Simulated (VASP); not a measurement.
# Cr (Pm-3n) in VASP: single point with PBE

Aim: the single point of Cr with PBE.

All numbers are computed with VASP 6.6.1; they aren't measurements. Logs are shortened: lines on timing, memory, paths and dates and some standing lists are left out, and cuts for length are marked.

## Step 1: The cell of the first run

It takes space group Pm-3n (No. 223, cubic). Conventional cell: a = 4.541 Å, b = 4.541 Å, c = 4.541 Å, α = 90.00°, β = 90.00°, γ = 90.00°. Cr (site symmetry m-3) has 12 Cr at 2.54 Å within 3.3 Å. Cr (site symmetry -4m2) has 14 Cr at 2.27 to 2.78 Å within 3.0 Å.

## Step 2: Single point, PBE

Contents of INCAR:

```
SYSTEM = Cr
PREC = Accurate ; ENCUT = 520
EDIFF = 1E-7 ; ISMEAR = 0
SIGMA = 0.1 ; LREAL = .False.
LASPH = .True. ; NELM = 100
ALGO = Fast ; ISIF = 2
LWAVE = .False. ; LCHARG = .True.
GGA = PE ; LELF = .True.
LVHAR = .True. ; NBANDS = 58
```

Contents of KPOINTS:

```
regular mesh
0
Gamma
  8 8 8
  0 0 0
```

Contents of POSCAR:

```
Cr
1.0
    4.5409044434      0.0000000000      0.0000000000
    0.0000000000      4.5409044434      0.0000000000
    0.0000000000      0.0000000000      4.5409044434
Cr
8
Direct
    0.5000000000      0.5000000000      0.5000000000
    0.0000000000      0.0000000000      0.0000000000
    0.2500000000      0.0000000000      0.5000000000
    0.5000000000      0.2500000000      0.0000000000
    0.5000000000      0.7500000000      0.0000000000
    0.7500000000      0.0000000000      0.5000000000
    0.0000000000      0.5000000000      0.7500000000
    0.0000000000      0.5000000000      0.2500000000
```

Potentials or basis: VASP PAW PBE potentials, release 64 (Cr_pv).

Run with:

```console
$ cat potpaw_PBE.64/Cr_pv/POTCAR > POTCAR
$ mpirun -np 1 vasp_std > vasp.out
```

OUTCAR:

```text
SYSTEM = Cr
   PREC = Accurate
   ENCUT = 520
   EDIFF = 1E-7
   ISMEAR = 0
   LREAL = .False.
   LASPH = .True.
   NELM = 100
   ISIF = 2
   GGA = PE

 ion  position               nearest neighbor table
   1  0.500  0.500  0.500-   3 2.54   4 2.54   5 2.54   6 2.54   7 2.54   8 2.54   4 2.54   5 2.54
                             3 2.54   6 2.54   7 2.54   8 2.54
   2  0.000  0.000  0.000-   3 2.54   4 2.54   5 2.54   6 2.54   7 2.54   8 2.54   3 2.54   6 2.54
                             7 2.54   8 2.54   4 2.54   5 2.54
   3  0.250  0.000  0.500-   6 2.27   6 2.27   1 2.54   2 2.54   1 2.54   2 2.54   8 2.78   5 2.78
                             4 2.78   5 2.78   4 2.78   7 2.78   8 2.78   7 2.78
   4  0.500  0.250  0.000-   5 2.27   5 2.27   1 2.54   1 2.54   2 2.54   2 2.54   8 2.78   3 2.78
                             3 2.78   6 2.78   6 2.78   7 2.78   7 2.78   8 2.78
   5  0.500  0.750  0.000-   4 2.27   4 2.27   1 2.54   1 2.54   2 2.54   2 2.54   8 2.78   3 2.78
                             3 2.78   6 2.78   6 2.78   7 2.78   7 2.78   8 2.78
   6  0.750  0.000  0.500-   3 2.27   3 2.27   1 2.54   2 2.54   1 2.54   2 2.54   8 2.78   4 2.78
                             4 2.78   5 2.78   5 2.78   7 2.78   8 2.78   7 2.78
   7  0.000  0.500  0.750-   8 2.27   8 2.27   1 2.54   2 2.54   2 2.54   1 2.54   3 2.78   4 2.78
                             5 2.78   3 2.78   6 2.78   6 2.78   4 2.78   5 2.78
   8  0.000  0.500  0.250-   7 2.27   7 2.27   1 2.54   2 2.54   2 2.54   1 2.54   3 2.78   4 2.78
                             5 2.78   3 2.78   6 2.78   6 2.78   4 2.78   5 2.78

  LATTYP: Found a simple cubic cell.
 ALAT       =     4.5409044434

  Lattice vectors:

 A1 = (   4.5409044434,   0.0000000000,   0.0000000000)
 A2 = (   0.0000000000,   4.5409044434,   0.0000000000)
 A3 = (   0.0000000000,   0.0000000000,   4.5409044434)

Analysis of symmetry for initial positions (statically):
=====================================================================
 Subroutine PRICEL returns:
 Original cell was already a primitive cell.

 Routine SETGRP: Setting up the symmetry group for a
 simple cubic supercell.

 Subroutine GETGRP returns: Found 48 space group operations
 (whereof 24 operations were pure point group operations)
 out of a pool of 48 trial point group operations.

The static configuration has the point symmetry T_h .
 The point group associated with its full space group is O_h .

Analysis of symmetry for dynamics (positions and initial velocities):
=====================================================================
 Subroutine PRICEL returns:
 Original cell was already a primitive cell.

 Routine SETGRP: Setting up the symmetry group for a
 simple cubic supercell.

 Subroutine GETGRP returns: Found 48 space group operations
 (whereof 24 operations were pure point group operations)
 out of a pool of 48 trial point group operations.

The dynamic configuration has the point symmetry T_h .
 The point group associated with its full space group is O_h .

 Subroutine INISYM returns: Found 48 space group operations
 (whereof 24 operations are pure point group operations),
 and found     1 'primitive' translations

----------------------------------------------------------------------------------------

                                     Primitive cell

  volume of cell :      93.6326

  direct lattice vectors                    reciprocal lattice vectors
     4.540904443  0.000000000  0.000000000     0.220220446  0.000000000  0.000000000
     0.000000000  4.540904443  0.000000000     0.000000000  0.220220446  0.000000000
     0.000000000  0.000000000  4.540904443     0.000000000  0.000000000  0.220220446

  length of vectors
     4.540904443  4.540904443  4.540904443     0.220220446  0.220220446  0.220220446

  position of ions in fractional coordinates (direct lattice)
     0.500000000  0.500000000  0.500000000
     0.000000000  0.000000000  0.000000000
     0.250000000  0.000000000  0.500000000
     0.500000000  0.250000000  0.000000000
     0.500000000  0.750000000  0.000000000
     0.750000000  0.000000000  0.500000000
     0.000000000  0.500000000  0.750000000
     0.000000000  0.500000000  0.250000000

  ion indices of the primitive-cell ions
   primitive index   ion index
                 1           1
                 2           2
                 3           3
                 4           4
                 5           5
                 6           6
                 7           7
                 8           8

----------------------------------------------------------------------------------------

 KPOINTS: regular mesh

Automatic generation of k-mesh.
 Grid dimensions read from file:
 generate k-points for:    8    8    8

 Generating k-lattice:

  Cartesian coordinates                     Fractional coordinates (reciprocal lattice)
     0.027527556  0.000000000  0.000000000     0.125000000  0.000000000  0.000000000
     0.000000000  0.027527556  0.000000000     0.000000000  0.125000000  0.000000000
     0.000000000  0.000000000  0.027527556     0.000000000  0.000000000  0.125000000

  Length of vectors
     0.027527556  0.027527556  0.027527556

  Shift w.r.t. Gamma in fractional coordinates (k-lattice)
     0.000000000  0.000000000  0.000000000

 Subroutine IBZKPT returns following result:
 ===========================================

 Found     35 irreducible k-points:

 Following reciprocal coordinates:
            Coordinates               Weight
  0.000000  0.000000  0.000000      1.000000
  0.125000  0.000000  0.000000      6.000000
  0.250000  0.000000  0.000000      6.000000
  0.375000  0.000000  0.000000      6.000000
  0.500000  0.000000  0.000000      3.000000
  0.125000  0.125000  0.000000     12.000000
[... 16 lines left out ...]
  0.375000  0.375000  0.125000     24.000000
  0.500000  0.375000  0.125000     24.000000
 [... further k-points ...]
   k-points           NKPTS =     35   k-points in BZ     NKDIM =     35   number of bands    NBANDS=     58
   number of dos      NEDOS =    301   number of ions     NIONS =      8
   total plane-waves  NPLWV =  46656
   dimension x,y,z NGX =    36 NGY =   36 NGZ =   36
   dimension x,y,z NGXF=    72 NGYF=   72 NGZF=   72
   ions per type =               8
   NGX,Y,Z   is equivalent  to a cutoff of  13.18, 13.18, 13.18 a.u.
   NGXF,Y,Z  is equivalent  to a cutoff of  26.36, 26.36, 26.36 a.u.
 SYSTEM =  Cr
   PREC   = accura    normal or accurate (medium, high low for compatibility)
   ISTART =      0    job   : 0-new  1-cont  2-samecut
   ICHARG =      2    charge: 1-file 2-atom 10-const
   ISPIN  =      1    spin polarized calculation?
   LNONCOLLINEAR =      F non collinear calculations
   LSORBIT =      F    spin-orbit coupling
   LASPH  =      T    aspherical Exc in radial PAW
   ENCUT  =  520.0 eV  38.22 Ry    6.18 a.u.   8.44  8.44  8.44*2*pi/ulx,y,z
   NELM   =    100;   NELMIN=  2; NELMDL= -5     # of ELM steps
   EDIFF  = 0.1E-06   stopping-criterion for ELM
   LREAL  =      F    real-space projection
   EDIFFG = 0.1E-05   stopping-criterion for IOM
   NSW    =      0    number of steps for IOM
   IBRION =     -1    ionic relax: 0-MD 1-quasi-New 2-CG
   NFREE  =      0    steps in history (QN), initial steepest desc. (CG)
   ISIF   =      2    stress and relaxation
   ISYM   =      2    0-nonsym 1-usesym 2-fastsym
   POTIM  = 0.5000    time-step for ionic-motion
   TEBEG  =    0.0;   TEEND  =   0.0 temperature during run
   PSTRESS=    0.0 pullay stress
   NELECT =      96.0000    total number of electrons
   NUPDOWN=      -1.0000    fix difference up-down
   EMIN   =  10.00;   EMAX   =-10.00  energy-range for DOS
   EFERMI =   0.00;   METHOD = LEGACY
   ISMEAR =     0;   SIGMA  =   0.10  broadening in eV -4-tet -1-fermi 0-gaus
   EFERMI_NEDOS =   21; number of points for ismear=-14 and -15
   IALGO  =     68    algorithm
   IMIX   =      4    mixing-type and parameters
     AMIX     =   0.40;   BMIX     =  1.00
     AMIX_MAG =   1.60;   BMIX_MAG =  1.00
  volume/ion in A,a.u.               =      11.70        78.98
  Fermi-wavevector in a.u.,A,eV,Ry     =   1.650781  3.119524 37.076950  2.725079
  Thomas-Fermi vector in A             =   2.739673
   LORBIT       =      0    0 simple, 1 ext, 2 COOP (PROOUT), +10 PAW based schemes
   GGA     = PE    functional components
   LHFCALC =     F    Hartree Fock is set to
   AEXX    =    0.0000 exact exchange contribution
   IVDW    =     0    specifies the selected vdW correction
   LEPSILON=     F    determine dielectric tensor
   LRPA    =     F    only Hartree local field effects (RPA)
 non-spin polarized calculation
 RMM-DIIS sequential band-by-band and
 Gauss-broadening in eV      SIGMA  =   0.10
  energy-cutoff  :      520.00
  volume of cell :       93.63
 maximum number of plane-waves:      2560
 NGX is ok and might be reduce to    36
   NGX = 17   NGY = 17   NGZ = 17

 number of electron      95.9999919 magnetization

 Free energy of the ion-electron system (eV)
  ---------------------------------------------------
  ext. energy  EPLUGINS =         0.00000000
  ---------------------------------------------------
  free energy    TOTEN  =       -75.60776131 eV

  energy without entropy =      -75.58851248  energy(sigma->0) =      -75.59813690

 E-fermi :  10.6313     XC(G=0): -13.5857

 val. band max:       10.5734977748   @ k =   0.3750   0.3750   0.1250
 cond. band min:      10.6540696060   @ k =   0.1250   0.1250   0.0000
 fundamental gap:      0.0805718312
 Fermi energy:        10.6312790688

 k-point     1 :       0.0000    0.0000    0.0000
  band No.  band energies     occupation
      1     -33.0425      2.00000
      2     -33.0425      2.00000
      3     -32.9335      2.00000
      4     -32.7268      2.00000
      5     -32.7268      2.00000
      6     -32.7268      2.00000
[... 50 lines left out ...]
     57      11.7330      0.00000
     58      12.1052      0.00000

 k-point     2 :       0.1250    0.0000    0.0000
  band No.  band energies     occupation
      1     -33.0460      2.00000
      2     -33.0196      2.00000
      3     -32.9189      2.00000
      4     -32.7233      2.00000
      5     -32.7233      2.00000
      6     -32.7025      2.00000
[... 1337 lines left out ...]
      2     -32.6991      2.00000
      3     -32.6193      2.00000
      4     -32.6056      2.00000
      5     -32.5676      2.00000
      6     -32.5321      2.00000
[... 50 lines left out ...]
     57      11.9948      0.00000
     58      12.2357      0.00000

 [... further k-points ...]

------------------------ aborting loop because EDIFF is reached ----------------------------------------

  FORCE on cell =-STRESS in cart. coord.  units (eV):
  Direction    XX          YY          ZZ          XY          YZ          ZX
  --------------------------------------------------------------------------------------
  -------------------------------------------------------------------------------------
  Total       -0.2244560     -0.2244560     -0.2244560     -0.0000000     -0.0000000     -0.0000000
  in kB       -3.8407389     -3.8407389     -3.8407389     -0.0000000     -0.0000000     -0.0000000
  external PRESSURE =      -3.8407389 kB  Pullay stress =       0.0000000 kB

 VOLUME and BASIS-vectors are now :
 -----------------------------------------------------------------------------
  energy-cutoff  :      520.00
  volume of cell :       93.63
      direct lattice vectors                 reciprocal lattice vectors
     4.540904443  0.000000000  0.000000000     0.220220446  0.000000000  0.000000000
     0.000000000  4.540904443  0.000000000     0.000000000  0.220220446  0.000000000
     0.000000000  0.000000000  4.540904443     0.000000000  0.000000000  0.220220446

 POSITION                                       TOTAL-FORCE (eV/Angst)
 -----------------------------------------------------------------------------------
      2.27045      2.27045      2.27045        -0.000000     -0.000000     -0.000000
      0.00000      0.00000      0.00000        -0.000000     -0.000000     -0.000000
      1.13523      0.00000      2.27045        -0.000000     -0.000000      0.000000
      2.27045      1.13523      0.00000        -0.000000     -0.000000      0.000000
      2.27045      3.40568      0.00000         0.000000     -0.000000     -0.000000
      3.40568      0.00000      2.27045         0.000000      0.000000     -0.000000
      0.00000      2.27045      3.40568         0.000000      0.000000     -0.000000
      0.00000      2.27045      1.13523         0.000000     -0.000000     -0.000000
 -----------------------------------------------------------------------------------
    total drift:                                0.000000      0.000000     -0.000000

  FREE ENERGIE OF THE ION-ELECTRON SYSTEM (eV)
  ---------------------------------------------------
  free  energy   TOTEN  =       -75.6077613141 eV

  energy  without entropy=      -75.5885124832  energy(sigma->0) =      -75.59813690
```

It took 3.1 min on 1 thread of Intel Xeon Platinum 8488C (Sapphire Rapids), shared host; peak memory 0.27 GiB.

What came out:

```yaml
Free_energy: -75.6078 eV
Pressure: -0.4 GPa
Band_gap_on_the_k_mesh: zero (bands 48 and 49 overlap by 0.50 eV)
```

Caveat: the run has no spin polarisation, though such a crystal can be magnetic.

The gap in the log of VASP goes by the Fermi energy; the results here count the filled bands.